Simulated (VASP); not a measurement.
# Rh (Fm-3m) in VASP: a series of runs, part 2 of 2

VASP 6.6.1. Earlier steps stand in the parts before.

## 5. Single point, PBE

This run uses another cell than the first one, of 14.34 Å³/atom.

File INCAR:

```
PREC     = Accurate       # precision mode
ENCUT    = 520            # plane-wave cutoff, eV
EDIFF    = 1E-6           # SCF threshold, eV
ISMEAR   = -1             # smearing method
SIGMA    = 0.06122561905347299 # smearing width, eV
LREAL    = F              # projectors in reciprocal space
LASPH    = T              # aspherical terms in the spheres
NELM     = 100            # most SCF steps
ALGO     = Normal         # electronic algorithm
ISIF     = 2              # what is computed and relaxed
LWAVE    = F              # write WAVECAR
LCHARG   = F              # write CHGCAR
GGA      = PE             # functional
NBANDS   = 14             # bands
```

File KPOINTS:

```
regular mesh
0
Gamma
  25 25 25
```

File POSCAR:

```
Rh
1.0
    0.0000000000      1.9281314624      1.9281314624
    1.9281314624      0.0000000000      1.9281314624
    1.9281314624      1.9281314624      0.0000000000
Rh
1
Direct
    0.0000000000      0.0000000000      0.0000000000
```

Potentials or basis: VASP PAW PBE potentials, release 64 (Rh_pv).

On the command line:

```bash
> cat potpaw_PBE.64/Rh_pv/POTCAR > POTCAR
> mpirun -np 1 vasp_std > vasp.out
```

OUTCAR:

```text
PREC = Accurate
   ENCUT = 520
   EDIFF = 1E-6
   ISMEAR = -1
   LREAL = F
   LASPH = T
   NELM = 100
   ISIF = 2
   GGA = PE

 ion  position               nearest neighbor table
   1  0.000  0.000  0.000-

  LATTYP: Found a face centered cubic cell.
 ALAT       =     3.8562629248

  Lattice vectors:

 A1 = (   0.0000000000,   1.9281314624,   1.9281314624)
 A2 = (   1.9281314624,   0.0000000000,   1.9281314624)
 A3 = (   1.9281314624,   1.9281314624,   0.0000000000)

Analysis of symmetry for initial positions (statically):
=====================================================================
 Subroutine PRICEL returns:
 Original cell was already a primitive cell.

 Routine SETGRP: Setting up the symmetry group for a
 face centered cubic supercell.

 Subroutine GETGRP returns: Found 48 space group operations
 (whereof 48 operations were pure point group operations)
 out of a pool of 48 trial point group operations.

The static configuration has the point symmetry O_h .

Analysis of symmetry for dynamics (positions and initial velocities):
=====================================================================
 Subroutine PRICEL returns:
 Original cell was already a primitive cell.

 Routine SETGRP: Setting up the symmetry group for a
 face centered cubic supercell.

 Subroutine GETGRP returns: Found 48 space group operations
 (whereof 48 operations were pure point group operations)
 out of a pool of 48 trial point group operations.

The dynamic configuration has the point symmetry O_h .

 Subroutine INISYM returns: Found 48 space group operations
 (whereof 48 operations are pure point group operations),
 and found     1 'primitive' translations

----------------------------------------------------------------------------------------

                                     Primitive cell

  volume of cell :      14.3364

[... 105 lines left out ...]
     AMIX     =   0.40;   BMIX     =  1.00
     AMIX_MAG =   1.60;   BMIX_MAG =  1.00
  volume/ion in A,a.u.               =      14.34        96.75
  Fermi-wavevector in a.u.,A,eV,Ry     =   1.661978  3.140683 37.581617  2.762171
  Thomas-Fermi vector in A             =   2.748948
   LORBIT       =      0    0 simple, 1 ext, 2 COOP (PROOUT), +10 PAW based schemes
   GGA     = PE    functional components
   LHFCALC =     F    Hartree Fock is set to
   AEXX    =    0.0000 exact exchange contribution
   IVDW    =     0    specifies the selected vdW correction
   LEPSILON=     F    determine dielectric tensor
   LRPA    =     F    only Hartree local field effects (RPA)
 non-spin polarized calculation
  energy-cutoff  :      520.00
  volume of cell :       14.34
 maximum number of plane-waves:       397
   NGX = 11   NGY = 11   NGZ = 11

 number of electron      14.9999997 magnetization

 Free energy of the ion-electron system (eV)
  ---------------------------------------------------
  ext. energy  EPLUGINS =         0.00000000
  ---------------------------------------------------
  free energy    TOTEN  =        -7.26273860 eV

  energy without entropy =       -7.24498244  energy(sigma->0) =       -7.25386052

 E-fermi :  11.1477     XC(G=0): -13.7631

 val. band max:       11.1466702634   @ k =  -0.2800   0.2800   0.1200
 cond. band min:      11.1484159547   @ k =   0.4400   0.3600   0.0800
 fundamental gap:      0.0017456913
 Fermi energy:        11.1476861660

 k-point     1 :       0.0000    0.0000    0.0000
  band No.  band energies     occupation
      1     -35.1558      2.00000
      2     -35.1558      2.00000
      3     -35.1558      2.00000
      4       3.4989      2.00000
      5       8.2679      2.00000
      6       8.2679      2.00000
      7       8.2679      2.00000
      8      10.2191      2.00000
      9      10.2191      2.00000
     10      27.1684      0.00000
     11      31.8061      0.00000
     12      32.3929      0.00000
     13      32.3929      0.00000
     14      32.3929      0.00000
[... 377 lines left out ...]
      1     -35.7533      2.00000
      2     -35.2445      2.00000
      3     -35.2431      2.00000
      4       5.4646      2.00000
      5       8.2047      2.00000
      6       8.3014      2.00000
      7      10.6199      1.99964
      8      11.5909      0.00143
      9      12.0038      0.00000
     10      20.3669      0.00000
     11      26.9569      0.00000
     12      31.8066      0.00000
     13      32.1372      0.00000
     14      32.5476      0.00000

 [... further k-points ...]
[... 5 lines left out ...]
  --------------------------------------------------------------------------------------
  -------------------------------------------------------------------------------------
  Total       -0.4351021     -0.4351021     -0.4351021      0.0000000      0.0000000     -0.0000000
  in kB      -48.6252533    -48.6252533    -48.6252533      0.0000000      0.0000000     -0.0000000
  external PRESSURE =     -48.6252533 kB  Pullay stress =       0.0000000 kB

 VOLUME and BASIS-vectors are now :
 -----------------------------------------------------------------------------
  energy-cutoff  :      520.00
  volume of cell :       14.34
      direct lattice vectors                 reciprocal lattice vectors
     0.000000000  1.928131462  1.928131462    -0.259318418  0.259318418  0.259318418
     1.928131462  0.000000000  1.928131462     0.259318418 -0.259318418  0.259318418
     1.928131462  1.928131462  0.000000000     0.259318418  0.259318418 -0.259318418

 POSITION                                       TOTAL-FORCE (eV/Angst)
 -----------------------------------------------------------------------------------
      0.00000      0.00000      0.00000         0.000000      0.000000      0.000000
 -----------------------------------------------------------------------------------
    total drift:                                0.000000      0.000000      0.000000

  FREE ENERGIE OF THE ION-ELECTRON SYSTEM (eV)
  ---------------------------------------------------
  free  energy   TOTEN  =        -7.2627386038 eV

  energy  without entropy=       -7.2449824391  energy(sigma->0) =       -7.25386052
```

stdout:

```text
POSCAR found type information on POSCAR Rh
 POSCAR found :  1 types and       1 ions
 scaLAPACK will be used
 LDA part: xc-table for (Slater+PW92), standard interpolation
 POSCAR, INCAR and KPOINTS ok, starting setup
 FFT: planning ... GRIDC
 FFT: planning ... GRID_SOFT
 FFT: planning ... GRID
 WAVECAR not read
 entering main loop
```

Run time: 34 s. Hardware: 1 thread of Intel Xeon Platinum 8559C (Emerald Rapids), shared host; peak memory 0.19 GiB.

What came out:

* Free energy: -7.2627 eV
* Pressure: -4.9 GPa
* Band gap on the k mesh: zero (an odd number of electrons rules out a gap without spin polarisation)

Levels at points of the mesh, in eV from the Fermi level:
```tsv
k point	band 4	band 5	band 6	band 7	band 8	band 9	band 10	band 11
(0.00, 0.00, 0.00)	-7.65	-2.88	-2.88	-2.88	-0.93	-0.93	16.02	20.66
```

Caveat: the cell stands under tension.

## 6. Single point, PBE

This run uses another cell than the first one, of 14.62 Å³/atom.

File INCAR:

```
SYSTEM = Rh
PREC = Accurate
ENCUT = 520
EDIFF = 1E-6
ISMEAR = -1
SIGMA = 0.06122561905347299
LREAL = .False.
LASPH = .True.
NELM = 100
ALGO = Normal
ISIF = 2
LWAVE = .False.
LCHARG = .True.
GGA = PE
LELF = .True.
LVHAR = .True.
NBANDS = 14
```

File KPOINTS:

```
regular mesh
0
Gamma
  25 25 25
  0 0 0
```

File POSCAR:

```
Rh
1.0
    0.0000000000      1.9406521474      1.9406521474
    1.9406521474      0.0000000000      1.9406521474
    1.9406521474      1.9406521474      0.0000000000
Rh
1
Direct
    0.0000000000      0.0000000000      0.0000000000
```

Potentials or basis: VASP PAW PBE potentials, release 64 (Rh_pv).

On the command line:

```bash
> cat potpaw_PBE.64/Rh_pv/POTCAR > POTCAR
> mpirun -np 1 vasp_std > vasp.out
```

OUTCAR:

```text
SYSTEM = Rh
   PREC = Accurate
   ENCUT = 520
   EDIFF = 1E-6
   ISMEAR = -1
   LREAL = .False.
   LASPH = .True.
   NELM = 100
   ISIF = 2
   GGA = PE

 ion  position               nearest neighbor table
   1  0.000  0.000  0.000-

  LATTYP: Found a face centered cubic cell.
 ALAT       =     3.8813042948

  Lattice vectors:

 A1 = (   0.0000000000,   1.9406521474,   1.9406521474)
 A2 = (   1.9406521474,   0.0000000000,   1.9406521474)
 A3 = (   1.9406521474,   1.9406521474,   0.0000000000)

Analysis of symmetry for initial positions (statically):
=====================================================================
 Subroutine PRICEL returns:
 Original cell was already a primitive cell.

 Routine SETGRP: Setting up the symmetry group for a
 face centered cubic supercell.

 Subroutine GETGRP returns: Found 48 space group operations
 (whereof 48 operations were pure point group operations)
 out of a pool of 48 trial point group operations.

The static configuration has the point symmetry O_h .

Analysis of symmetry for dynamics (positions and initial velocities):
=====================================================================
 Subroutine PRICEL returns:
 Original cell was already a primitive cell.

 Routine SETGRP: Setting up the symmetry group for a
 face centered cubic supercell.

 Subroutine GETGRP returns: Found 48 space group operations
 (whereof 48 operations were pure point group operations)
 out of a pool of 48 trial point group operations.

The dynamic configuration has the point symmetry O_h .

 Subroutine INISYM returns: Found 48 space group operations
 (whereof 48 operations are pure point group operations),
 and found     1 'primitive' translations

----------------------------------------------------------------------------------------

                                     Primitive cell

  volume of cell :      14.6175

  direct lattice vectors                    reciprocal lattice vectors
     0.000000000  1.940652147  1.940652147    -0.257645349  0.257645349  0.257645349
     1.940652147  0.000000000  1.940652147     0.257645349 -0.257645349  0.257645349
[... 108 lines left out ...]
   GGA     = PE    functional components
   LHFCALC =     F    Hartree Fock is set to
   AEXX    =    0.0000 exact exchange contribution
   IVDW    =     0    specifies the selected vdW correction
   LEPSILON=     F    determine dielectric tensor
   LRPA    =     F    only Hartree local field effects (RPA)
 non-spin polarized calculation
  energy-cutoff  :      520.00
  volume of cell :       14.62
 maximum number of plane-waves:       411
   NGX = 11   NGY = 11   NGZ = 11

 number of electron      14.9999992 magnetization

 Free energy of the ion-electron system (eV)
  ---------------------------------------------------
  ext. energy  EPLUGINS =         0.00000000
  ---------------------------------------------------
  free energy    TOTEN  =        -7.25059109 eV

  energy without entropy =       -7.23222888  energy(sigma->0) =       -7.24140998

 E-fermi :  10.8092     XC(G=0): -13.6396

 val. band max:       10.8090626586   @ k =   0.4800   0.4000   0.0000
 cond. band min:      10.8107597660   @ k =   0.4400   0.3600   0.0800
 fundamental gap:      0.0016971074
 Fermi energy:        10.8092424563

 k-point     1 :       0.0000    0.0000    0.0000
  band No.  band energies     occupation
      1     -35.4603      2.00000
      2     -35.4603      2.00000
      3     -35.4603      2.00000
      4       3.3011      2.00000
      5       8.0158      2.00000
      6       8.0158      2.00000
      7       8.0158      2.00000
      8       9.9075      2.00000
      9       9.9075      2.00000
     10      26.8338      0.00000
     11      31.5254      0.00000
     12      31.9502      0.00000
     13      31.9502      0.00000
     14      31.9502      0.00000
[... 377 lines left out ...]
      1     -36.0183      2.00000
      2     -35.5435      2.00000
      3     -35.5422      2.00000
      4       5.2760      2.00000
      5       7.9568      2.00000
      6       8.0502      2.00000
      7      10.3092      1.99943
      8      11.2369      0.00185
      9      11.6562      0.00000
     10      19.8444      0.00000
     11      26.6039      0.00000
     12      31.5262      0.00000
     13      31.6002      0.00000
     14      32.0095      0.00000

 [... further k-points ...]
[... 5 lines left out ...]
  --------------------------------------------------------------------------------------
  -------------------------------------------------------------------------------------
  Total       -0.8310800     -0.8310800     -0.8310800      0.0000000     -0.0000000      0.0000000
  in kB      -91.0920170    -91.0920170    -91.0920170      0.0000000     -0.0000000      0.0000000
  external PRESSURE =     -91.0920170 kB  Pullay stress =       0.0000000 kB

 VOLUME and BASIS-vectors are now :
 -----------------------------------------------------------------------------
  energy-cutoff  :      520.00
  volume of cell :       14.62
      direct lattice vectors                 reciprocal lattice vectors
     0.000000000  1.940652147  1.940652147    -0.257645349  0.257645349  0.257645349
     1.940652147  0.000000000  1.940652147     0.257645349 -0.257645349  0.257645349
     1.940652147  1.940652147  0.000000000     0.257645349  0.257645349 -0.257645349

 POSITION                                       TOTAL-FORCE (eV/Angst)
 -----------------------------------------------------------------------------------
      0.00000      0.00000      0.00000         0.000000      0.000000      0.000000
 -----------------------------------------------------------------------------------
    total drift:                                0.000000      0.000000      0.000000

  FREE ENERGIE OF THE ION-ELECTRON SYSTEM (eV)
  ---------------------------------------------------
  free  energy   TOTEN  =        -7.2505910890 eV

  energy  without entropy=       -7.2322288769  energy(sigma->0) =       -7.24140998
```

OSZICAR:

```text
N       E                     dE             d eps       ncg     rms          rms(c)
DAV:   1     0.121098553267E+03    0.12110E+03   -0.87928E+03 12774   0.113E+03
DAV:   2    -0.613102577050E+01   -0.12723E+03   -0.12165E+03 14042   0.339E+02
DAV:   3    -0.774995697847E+01   -0.16189E+01   -0.16160E+01 15422   0.420E+01
DAV:   4    -0.775629680322E+01   -0.63398E-02   -0.63393E-02 14858   0.272E+00
DAV:   5    -0.775635593786E+01   -0.59135E-04   -0.59135E-04 15214   0.232E-01    0.871E+00
DAV:   6    -0.726476306168E+01    0.49159E+00   -0.87985E-01 13694   0.128E+01    0.288E+00
DAV:   7    -0.725367880678E+01    0.11084E-01   -0.18935E-02 14846   0.132E+00    0.145E+00
DAV:   8    -0.725066851969E+01    0.30103E-02   -0.29322E-03 13760   0.720E-01    0.114E-01
DAV:   9    -0.725058923830E+01    0.79281E-04   -0.91433E-05 13814   0.132E-01    0.113E-02
DAV:  10    -0.725059114291E+01   -0.19046E-05   -0.36583E-06 14906   0.231E-02    0.237E-03
DAV:  11    -0.725059108900E+01    0.53912E-07   -0.26458E-07  6868   0.698E-03
   1 F= -.72505911E+01 E0= -.72414100E+01  d E =-.183622E-01
```

stdout:

```text
POSCAR found type information on POSCAR Rh
 POSCAR found :  1 types and       1 ions
 scaLAPACK will be used
 LDA part: xc-table for (Slater+PW92), standard interpolation
 POSCAR, INCAR and KPOINTS ok, starting setup
 FFT: planning ... GRIDC
 FFT: planning ... GRID_SOFT
 FFT: planning ... GRID
 WAVECAR not read
 entering main loop
```

Run time: 36 s. Hardware: 1 thread of Intel Xeon Platinum 8559C (Emerald Rapids), shared host; peak memory 0.19 GiB.

Results:

```
Free energy            : -7.2506 eV
Pressure               : -9.1 GPa
Band gap on the k mesh : zero (an odd number of electrons rules out a gap without spin polarisation)
```

Levels at points of the mesh, in eV from the Fermi level:
| k point | band 5 | band 6 | band 7 | band 8 | band 9 | band 10 |
| --- | --- | --- | --- | --- | --- | --- |
| (0.00, 0.00, 0.00) | -2.79 | -2.79 | -2.79 | -0.90 | -0.90 | 16.02 |

Caveat: the cell stands under tension.

## 7. The runs side by side

```csv
cell,gap on the mesh (eV),pressure (GPa)
"a = 2.709 Å, angles 60.0°, 1 atom",none,0.0
"a = 2.727 Å, angles 60.0°, 1 atom",none,-4.9
"a = 2.744 Å, angles 60.0°, 1 atom",none,-9.1
```

Alike in all rows: task single point; level PBE; potentials or basis VASP PAW PBE potentials, release 64 (Rh_pv); no spin polarisation; k mesh 25 × 25 × 25; cutoff (eV) 520; smearing fermi-dirac 0.0612256 eV.

Caveats: the cell stands under tension (at least some runs).

Absolute energies hang on the potentials; compare differences alone.
